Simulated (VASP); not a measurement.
# SnO in VASP: further runs

Runs on SnO. Level: PBE+D3(BJ). Tasks: single point.

Everything below comes from runs of VASP 6.6.1. Logs are shortened: lines on timing, memory, paths and dates and some standing lists are left out, and cuts for length are marked.

### Step 1. The cell of the first run

The cell holds a slab with vacuum, 8 atoms: a = 3.821 Å, b = 3.821 Å, c = 22.228 Å, α = 90.00°, β = 90.00°, γ = 90.00°.

### Step 2. Single point, PBE+D3(BJ)

Input file INCAR:

```
ALGO = Normal
DIPOL = 0.5 0.5 0.401
EDIFF = 1E-6
ENCUT = 520
GGA = PE
IDIPOL = 3
ISIF = 2
ISMEAR = 0
IVDW = 12
LASPH = T
LCHARG = T
LDIPOL = T
LELF = T
LREAL = F
LVACPOTAV = T
LVHAR = T
LWAVE = F
NBANDS = 50
NELM = 100
PREC = Accurate
SIGMA = 0.05
```

Input file KPOINTS:

```
k-points
0
Gamma
  7 7 1
```

Input file POSCAR:

```
SnO
1.0
    3.8206509079      0.0000053603      0.0000000000
   -0.0000052472      3.8206509079      0.0000000000
    0.0000000000      0.0000000000     22.2280089981
Sn O
4 4
Direct
    0.9998502662      0.9998502662      0.2024472817
    0.4998491692      0.4998491692      0.3087997895
    0.6248491692      0.6248491692      0.4932517573
    1.1248502662      1.1248502662      0.5996042650
    0.9998512723      0.4998508145      0.2556235141
    0.4998508145      0.9998512723      0.2556235141
    0.6248481630      1.1248486208      0.5464279896
    1.1248486208      0.6248481630      0.5464279896
```

Potentials or basis: VASP PAW PBE potentials, release 64 (Sn_d, O).

The run is started by

```sh
cat potpaw_PBE.64/Sn_d/POTCAR potpaw_PBE.64/O/POTCAR > POTCAR
mpirun -np 1 vasp_std > vasp.out
```

OUTCAR:

```text
EDIFF = 1E-6
   ENCUT = 520
   GGA = PE
   ISIF = 2
   ISMEAR = 0
   IVDW = 12
   LASPH = T
   LREAL = F
   NELM = 100
   PREC = Accurate
 IVDW          = 12

 ion  position               nearest neighbor table
   1  1.000  1.000  0.202-   5 2.25   6 2.25   5 2.25   6 2.25   2 3.59   2 3.59   2 3.59   2 3.59

   2  0.500  0.500  0.309-   6 2.25   5 2.25   6 2.25   5 2.25   1 3.59   1 3.59   1 3.59   1 3.59

   3  0.625  0.625  0.493-   7 2.25   8 2.25   7 2.25   8 2.25   4 3.59   4 3.59   4 3.59   4 3.59

   4  0.125  0.125  0.600-   8 2.25   7 2.25   8 2.25   7 2.25   3 3.59   3 3.59   3 3.59   3 3.59

   5  1.000  0.500  0.256-   2 2.25   1 2.25   1 2.25   2 2.25
   6  0.500  1.000  0.256-   2 2.25   1 2.25   1 2.25   2 2.25
   7  0.625  0.125  0.546-   4 2.25   3 2.25   3 2.25   4 2.25
   8  0.125  0.625  0.546-   4 2.25   3 2.25   3 2.25   4 2.25

  LATTYP: Found a simple tetragonal cell.
 ALAT       =     3.8206509079
 C/A-ratio  =     5.8178591905

  Lattice vectors:

 A1 = (   3.8206509079,   0.0000053603,   0.0000000000)
 A2 = (  -0.0000052472,   3.8206509079,   0.0000000000)
 A3 = (   0.0000000000,   0.0000000000,  22.2280089981)

Analysis of symmetry for initial positions (statically):
=====================================================================
 Subroutine PRICEL returns:
 Original cell was already a primitive cell.

 Routine SETGRP: Setting up the symmetry group for a
 simple tetragonal supercell.

 Subroutine GETGRP returns: Found  4 space group operations
 (whereof  2 operations were pure point group operations)
 out of a pool of 16 trial point group operations.

The static configuration has the point symmetry C_1h.
 The point group associated with its full space group is C_2h.

Analysis of symmetry for dynamics (positions and initial velocities):
=====================================================================
 Subroutine PRICEL returns:
 Original cell was already a primitive cell.

 Routine SETGRP: Setting up the symmetry group for a
 simple tetragonal supercell.

 Subroutine GETGRP returns: Found  4 space group operations
 (whereof  2 operations were pure point group operations)
 out of a pool of 16 trial point group operations.

The dynamic configuration has the point symmetry C_1h.
 The point group associated with its full space group is C_2h.

 Subroutine INISYM returns: Found  4 space group operations
 (whereof  2 operations are pure point group operations),
 and found     1 'primitive' translations

----------------------------------------------------------------------------------------

                                     Primitive cell

  volume of cell :     324.4705

  direct lattice vectors                    reciprocal lattice vectors
     3.820650908  0.000005360  0.000000000     0.261735506  0.000000359  0.000000000
    -0.000005247  3.820650908  0.000000000    -0.000000367  0.261735506  0.000000000
     0.000000000  0.000000000 22.228008998     0.000000000  0.000000000  0.044988285

  length of vectors
     3.820650908  3.820650908 22.228008998     0.261735506  0.261735506  0.044988285

  position of ions in fractional coordinates (direct lattice)
     0.999850266  0.999850266  0.202447282
     0.499849169  0.499849169  0.308799790
     0.624849169  0.624849169  0.493251757
     0.124850266  0.124850266  0.599604265
     0.999851272  0.499850815  0.255623514
     0.499850815  0.999851272  0.255623514
     0.624848163  0.124848621  0.546427990
     0.124848621  0.624848163  0.546427990

  ion indices of the primitive-cell ions
   primitive index   ion index
                 1           1
                 2           2
                 3           3
                 4           4
                 5           5
                 6           6
                 7           7
                 8           8

----------------------------------------------------------------------------------------

 KPOINTS: k-points

Automatic generation of k-mesh.
 Grid dimensions read from file:
 generate k-points for:    7    7    1

 Generating k-lattice:

  Cartesian coordinates                     Fractional coordinates (reciprocal lattice)
     0.037390787  0.000000051  0.000000000     0.142857143  0.000000000  0.000000000
    -0.000000052  0.037390787  0.000000000     0.000000000  0.142857143  0.000000000
     0.000000000  0.000000000  0.044988285     0.000000000  0.000000000  1.000000000

  Length of vectors
     0.037390787  0.037390787  0.044988285

  Shift w.r.t. Gamma in fractional coordinates (k-lattice)
     0.000000000  0.000000000  0.000000000

 Subroutine IBZKPT returns following result:
 ===========================================

 Found     16 irreducible k-points:

 Following reciprocal coordinates:
            Coordinates               Weight
  0.000000  0.000000  0.000000      1.000000
  0.142857  0.000000  0.000000      4.000000
  0.285714  0.000000  0.000000      4.000000
  0.428571  0.000000  0.000000      4.000000
  0.142857  0.142857  0.000000      2.000000
 -0.142857  0.142857  0.000000      2.000000
[... 8 lines left out ...]
  0.428571  0.428571  0.000000      2.000000
 -0.428571  0.428571  0.000000      2.000000
   k-points           NKPTS =     16   k-points in BZ     NKDIM =     16   number of bands    NBANDS=     50
   number of dos      NEDOS =    301   number of ions     NIONS =      8
   total plane-waves  NPLWV = 131712
   dimension x,y,z NGX =    28 NGY =   28 NGZ =  168
   dimension x,y,z NGXF=    56 NGYF=   56 NGZF=  336
   ions per type =               4   4
   NGX,Y,Z   is equivalent  to a cutoff of  12.18, 12.18, 12.56 a.u.
   NGXF,Y,Z  is equivalent  to a cutoff of  24.37, 24.37, 25.13 a.u.
 SYSTEM =  unknown system
   PREC   = accura    normal or accurate (medium, high low for compatibility)
   ISTART =      0    job   : 0-new  1-cont  2-samecut
   ICHARG =      2    charge: 1-file 2-atom 10-const
   ISPIN  =      1    spin polarized calculation?
   LNONCOLLINEAR =      F non collinear calculations
   LSORBIT =      F    spin-orbit coupling
   LASPH  =      T    aspherical Exc in radial PAW
   ENCUT  =  520.0 eV  38.22 Ry    6.18 a.u.   7.10  7.10 41.33*2*pi/ulx,y,z
   NELM   =    100;   NELMIN=  2; NELMDL= -5     # of ELM steps
   EDIFF  = 0.1E-05   stopping-criterion for ELM
   LREAL  =      F    real-space projection
   EDIFFG = 0.1E-04   stopping-criterion for IOM
   NSW    =      0    number of steps for IOM
   IBRION =     -1    ionic relax: 0-MD 1-quasi-New 2-CG
   NFREE  =      0    steps in history (QN), initial steepest desc. (CG)
   ISIF   =      2    stress and relaxation
   ISYM   =      2    0-nonsym 1-usesym 2-fastsym
   POTIM  = 0.5000    time-step for ionic-motion
   TEBEG  =    0.0;   TEEND  =   0.0 temperature during run
   PSTRESS=    0.0 pullay stress
   NELECT =      80.0000    total number of electrons
   NUPDOWN=      -1.0000    fix difference up-down
   EMIN   =  10.00;   EMAX   =-10.00  energy-range for DOS
   EFERMI =   0.00;   METHOD = LEGACY
   ISMEAR =     0;   SIGMA  =   0.05  broadening in eV -4-tet -1-fermi 0-gaus
   EFERMI_NEDOS =   21; number of points for ismear=-14 and -15
   IALGO  =     38    algorithm
   IMIX   =      4    mixing-type and parameters
     AMIX     =   0.40;   BMIX     =  1.00
     AMIX_MAG =   1.60;   BMIX_MAG =  1.00
  volume/ion in A,a.u.               =      40.56       273.70
  Fermi-wavevector in a.u.,A,eV,Ry     =   1.026549  1.939897 14.337861  1.053803
  Thomas-Fermi vector in A             =   2.160448
   LORBIT       =      0    0 simple, 1 ext, 2 COOP (PROOUT), +10 PAW based schemes
   GGA     = PE    functional components
   LHFCALC =     F    Hartree Fock is set to
   AEXX    =    0.0000 exact exchange contribution
   IVDW    =    12    specifies the selected vdW correction
   LEPSILON=     F    determine dielectric tensor
   LRPA    =     F    only Hartree local field effects (RPA)
 non-spin polarized calculation
 Gauss-broadening in eV      SIGMA  =   0.05
  energy-cutoff  :      520.00
  volume of cell :      324.47
 maximum number of plane-waves:      8769
   NGX = 15   NGY = 15   NGZ = 83

 dipolmoment           0.000000      0.000000     -0.000008 electrons x Angstroem

 number of electron      79.9999971 magnetization

 dipolmoment           0.000000      0.000000      0.000007 electrons x Angstroem

 Free energy of the ion-electron system (eV)
  ---------------------------------------------------
  ext. energy  EPLUGINS =         0.00000000
  ---------------------------------------------------
  free energy    TOTEN  =       -45.11970232 eV

  energy without entropy =      -45.11970232  energy(sigma->0) =      -45.11970232

 E-fermi :   0.0704     XC(G=0):  -5.2996

 val. band max:       -0.1481781101   @ k =  -0.1429   0.1429   0.0000
 cond. band min:       2.2318287288   @ k =   0.4286   0.0000   0.0000
 fundamental gap:      2.3800068389
 Fermi energy:         0.0703855059

 k-point     1 :       0.0000    0.0000    0.0000
  band No.  band energies     occupation
      1     -21.0413      2.00000
      2     -21.0412      2.00000
      3     -20.6820      2.00000
      4     -20.6819      2.00000
      5     -20.6452      2.00000
      6     -20.6451      2.00000
[... 42 lines left out ...]
     49       5.2091      0.00000
     50       5.2148      0.00000

 k-point     2 :       0.1429    0.0000    0.0000
  band No.  band energies     occupation
      1     -21.0323      2.00000
      2     -21.0322      2.00000
      3     -20.6827      2.00000
      4     -20.6825      2.00000
      5     -20.6469      2.00000
      6     -20.6463      2.00000
[... 42 lines left out ...]
     49       5.3895      0.00000
     50       5.4847      0.00000

 k-point     3 :       0.2857    0.0000    0.0000
  band No.  band energies     occupation
      1     -21.0075      2.00000
      2     -21.0073      2.00000
      3     -20.7789      2.00000
      4     -20.7783      2.00000
      5     -20.6509      2.00000
      6     -20.6505      2.00000
[... 678 lines left out ...]
     49       5.8956      0.00000
     50       6.1566      0.00000

 k-point    16 :      -0.4286    0.4286    0.0000
  band No.  band energies     occupation
      1     -20.9827      2.00000
      2     -20.9823      2.00000
      3     -20.9691      2.00000
      4     -20.9683      2.00000
      5     -20.6490      2.00000
      6     -20.6488      2.00000
[... 42 lines left out ...]
     49       5.9010      0.00000
     50       6.1864      0.00000

------------------------ aborting loop because EDIFF is reached ----------------------------------------

 Edisp (eV)   -1.24475

 E8    (eV) :    -0.5501

  FORCE on cell =-STRESS in cart. coord.  units (eV):
  Direction    XX          YY          ZZ          XY          YZ          ZX
  --------------------------------------------------------------------------------------
  -------------------------------------------------------------------------------------
  Total       0.23549     0.23549     0.45323     0.01874     0.22754     0.22754
  in kB       1.16282     1.16282     2.23795     0.09251     1.12355     1.12354
  external pressure =        1.52 kB  Pullay stress =        0.00 kB

 VOLUME and BASIS-vectors are now :
 -----------------------------------------------------------------------------
  energy-cutoff  :      520.00
  volume of cell :      324.47
      direct lattice vectors                 reciprocal lattice vectors
     3.820650908  0.000005360  0.000000000     0.261735506  0.000000359  0.000000000
    -0.000005247  3.820650908  0.000000000    -0.000000367  0.261735506  0.000000000
     0.000000000  0.000000000 22.228008998     0.000000000  0.000000000  0.044988285

 POSITION                                       TOTAL-FORCE (eV/Angst)
 -----------------------------------------------------------------------------------
      3.82007      3.82008      4.50000        -0.004230     -0.004230     -0.071420
      1.90975      1.90975      6.86400        -0.025541     -0.025541      0.010051
      2.38733      2.38733     10.96400         0.025541      0.025541     -0.010051
      0.47701      0.47701     13.32801         0.004230      0.004230      0.071420
      3.82008      1.90976      5.68200        -0.021663      0.008462     -0.001342
      1.90975      3.82009      5.68200         0.008462     -0.021663     -0.001342
      2.38733      0.47701     12.14601        -0.008462      0.021663      0.001342
      0.47700      2.38733     12.14601         0.021663     -0.008462      0.001342
 -----------------------------------------------------------------------------------
    total drift:                                0.013520      0.013520      0.003404

  FREE ENERGIE OF THE ION-ELECTRON SYSTEM (eV)
  ---------------------------------------------------
  free  energy   TOTEN  =       -46.3644482944 eV

  energy  without entropy=      -46.3644482944  energy(sigma->0) =      -46.36444829

 vacuum level on the upper side and lower side of the slab         4.940         4.940
```

Wall time 11 min (1 thread of Intel Xeon Platinum 8259CL at 2.50GHz (Skylake/Cascade Lake), shared host); peak memory 0.44 GiB.

Results:

| Quantity | Value |
| --- | --- |
| Free energy | -46.3644 eV |
| Largest force | 0.072 eV/Å |
| Band gap on the k mesh | 2.38 eV, indirect (least direct gap 2.53 eV) |
| Dispersion energy per atom | -0.156 eV |

Forces on the atoms (eV/Å):
```
Sn  -0.004 -0.004 -0.071
Sn  -0.026 -0.026  0.010
Sn   0.026  0.026 -0.010
Sn   0.004  0.004  0.071
O   -0.022  0.008 -0.001
O    0.008 -0.022 -0.001
O   -0.008  0.022  0.001
O    0.022 -0.008  0.001
```

Caveat: spin-orbit coupling is left out, which moves the levels of the heavy elements.

### Step 3. Single point, PBE+D3(BJ)

Input file INCAR:

```
SYSTEM = SnO
PREC = Accurate
ENCUT = 520
EDIFF = 1E-7
ISMEAR = 0
SIGMA = 0.05
LREAL = .False.
LASPH = .True.
NELM = 60
ALGO = Normal
ISIF = 2
LWAVE = .False.
LCHARG = .False.
LDIPOL = .True.
IDIPOL = 3
DIPOL = 0.5 0.5 0.401
GGA = PE
IVDW = 12
NBANDS = 50
```

Input file KPOINTS:

```
Automatic mesh
0
Gamma
  7 7 1
  0 0 0
```

Input file POSCAR:

```
SnO
1.0
    3.8206509079      0.0000053603      0.0000000000
   -0.0000052472      3.8206509079      0.0000000000
    0.0000000000      0.0000000000     22.2280089981
Sn O
4 4
Direct
    0.9998502662      0.9998502662      0.2024472817
    0.4998491692      0.4998491692      0.3087997895
    0.8748491692      0.8748491692      0.4932517573
    1.3748502662      1.3748502662      0.5996042650
    0.9998512723      0.4998508145      0.2556235141
    0.4998508145      0.9998512723      0.2556235141
    0.8748481630      1.3748486208      0.5464279896
    1.3748486208      0.8748481630      0.5464279896
```

Potentials or basis: VASP PAW PBE potentials, release 64 (Sn_d, O).

The run is started by

```sh
cat potpaw_PBE.64/Sn_d/POTCAR potpaw_PBE.64/O/POTCAR > POTCAR
mpirun -np 1 vasp_std > vasp.out
```

It took 10 min on 1 thread of Intel Xeon Platinum 8259CL at 2.50GHz (Skylake/Cascade Lake), shared host; peak memory 0.44 GiB.

Results (log left out):

| Item | Value |
| --- | --- |
| Free energy | -46.4411 eV |
| Largest force | 0.164 eV/Å |
| Band gap on the k mesh | 2.54 eV, indirect (least direct gap 2.56 eV) |
| Dispersion energy per atom | -0.156 eV |

Forces in eV/Å, atoms in the order of the input:
```
Sn  -0.002 -0.002 -0.066
Sn  -0.010 -0.010  0.163
Sn   0.010  0.010 -0.163
Sn   0.002  0.002  0.066
O   -0.014  0.005  0.013
O    0.005 -0.014  0.013
O   -0.005  0.014 -0.013
O    0.014 -0.005 -0.013
```

Levels at points of the mesh, in eV from the valence-band top:
| k point | band 37 | band 38 | band 39 | band 40 | band 41 | band 42 | band 43 | band 44 |
| --- | --- | --- | --- | --- | --- | --- | --- | --- |
| (0.00, 0.00, 0.00) | -1.94 | -1.94 | -0.59 | -0.02 | 2.54 | 2.87 | 2.87 | 3.84 |

Caveat: spin-orbit coupling is left out, which moves the levels of the heavy elements.
